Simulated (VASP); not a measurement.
CoBi (rocksalt type), 2 atoms in the cell. The structure is trigonal, space group R-3m (No. 166). Conventional cell: a = 3.857 Å, b = 3.857 Å, c = 9.167 Å, α = 90.00°, β = 90.00°, γ = 120.00°. Co (site symmetry -3m) has 6 Bi at 2.70 Å within 3.6 Å. Bi (site symmetry -3m) has 6 Co at 2.70 Å within 3.6 Å.  This cell differs from its parent crystal: equal xy, yz and zx shear strains of -2 %.

```yaml
Program: VASP 6.6.1
Task: single point
Functional: PBE
Potentials_or_basis: VASP PAW PBE potentials, release 64 (Co, Bi_d)
Cutoff: 600 eV
k_mesh: 13 × 13 × 13
Occupations: fermi-dirac, width 0.05 eV
Spin: collinear spin, ferromagnetic start
Starting_moments: "[2.0, 0.0] μB"
Dipole_correction: no
Further_INCAR_settings: ALGO = Normal; EDIFF = 1e-06; NBANDS = 23
```

Potentials or basis: VASP PAW PBE potentials, release 64 (Co, Bi_d).

The run is started by

```console
$ cat potpaw_PBE.64/Co/POTCAR potpaw_PBE.64/Bi_d/POTCAR > POTCAR
$ mpirun -np 1 vasp_std > vasp.out
```

Hardware: 1 thread of Intel(R) Xeon(R) Platinum 8488C (Sapphire Rapids), on a shared host.

Task: Estimate the wall time of this run.

Result: It took 4.9 min on 1 thread of Intel(R) Xeon(R) Platinum 8488C (Sapphire Rapids), with other jobs on the host, peak memory 0.48 GiB. Counts: scf iterations 15, k points 231.
